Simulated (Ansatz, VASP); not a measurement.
## Sb2Br4O: VASP beside Ansatz

File INCAR:

```
SYSTEM = Sb2Br4O
PREC = Accurate ; ENCUT = 520
EDIFF = 1E-7 ; ISMEAR = 1
SIGMA = 0.2699 ; LREAL = .False.
LASPH = .True. ; NELM = 80
ALGO = Normal ; ISIF = 2
LWAVE = .False. ; LCHARG = .True.
GGA = PS ; LELF = .True.
LVHAR = .True. ; NBANDS = 31
```

File KPOINTS:

```
Automatic mesh
0
Gamma
  4 4 4
  0 0 0
```

Contents of POSCAR:

```
Sb2Br4O
1.0
    0.0000000000      4.8928780000      0.0000000000
    4.8928780000      0.0000000000      0.0000000000
    2.4464390000      2.4464390000     -8.5816650000
Br O Sb
4 1 2
Direct
    0.3275100000      0.3275100000      0.3449800000
    0.6724900000      0.6724900000      0.6550200000
    0.5000000000      0.0000000000      0.0000000000
    0.0000000000      0.5000000000      0.0000000000
    0.5000000000      0.5000000000      0.0000000000
    0.1368000000      0.1368000000      0.7264000000
    0.8632000000      0.8632000000      0.2736000000
```

Input for Ansatz:

```yaml
crystal:
  lattice:
    - [0.0, 4.892878, 0.0]
    - [4.892878, 0.0, 0.0]
    - [2.446439, 2.446439, -8.581665]
  atoms:
    - { symbol: Br, position: [0.32751, 0.32751, 0.34498] }
    - { symbol: Br, position: [0.67249, 0.67249, 0.65502] }
    - { symbol: O, position: [0.5, 0.5, 0.0] }
    - { symbol: Sb, position: [0.1368, 0.1368, 0.7264] }
    - { symbol: Sb, position: [0.8632, 0.8632, 0.2736] }
    - { symbol: Br, position: [0.5, 0.0, 0.0] }
    - { symbol: Br, position: [0.0, 0.5, 0.0] }
  symmetry: { tolerance: 0.0003 }
kpoints:
  mp_grid: { grid: [4, 4, 4], shift: [0, 0, 0] }
magnetization:
  spin_polarized: false
scf:
  occupations: { method: cold, width: 0.2699 }
hamiltonian:
  pseudopotentials: { kind: paw }
  xc: pbesol
basis:
  ecutwfc: 420
output:
  forces: true
  stress: true
  eigenvalues: true
accuracy: high
```

Alike in both runs: task single point; functional PBEsol; k mesh 4 × 4 × 4; no spin polarisation.

```csv
,VASP,Ansatz
version,VASP 6.6.1,Ansatz 0.2.0
potentials or method,"VASP PAW PBE potentials, release 64 (Br, O, Sb), cutoff 520 eV",PAW plane waves
occupations,"methfessel-paxton of order 1, width 0.2699 eV","cold, width 0.2699 eV"
valence electrons in the cell,44,64
```

Ansatz gave:

| Property | Result |
| --- | --- |
| gap on the k mesh at the Fermi level (eV) | none |
| pressure (GPa) | -7.8 |
| rms of the force components (eV/Å) | 0.243 |

Task: Estimate VASP's values.

Result: gap on the k mesh at the Fermi level (eV): none; pressure (GPa): -7.9; rms of the force components (eV/Å): 0.253.

VASP's potentials were made for PBE, not for PBEsol. A gap of «none» marks a metal or a gap that the smearing closes. VASP's potentials hold 44 valence electrons a cell and Ansatz's 64, so a difference there can come from the potentials and not from the codes.

Neither program's run includes spin-orbit coupling.
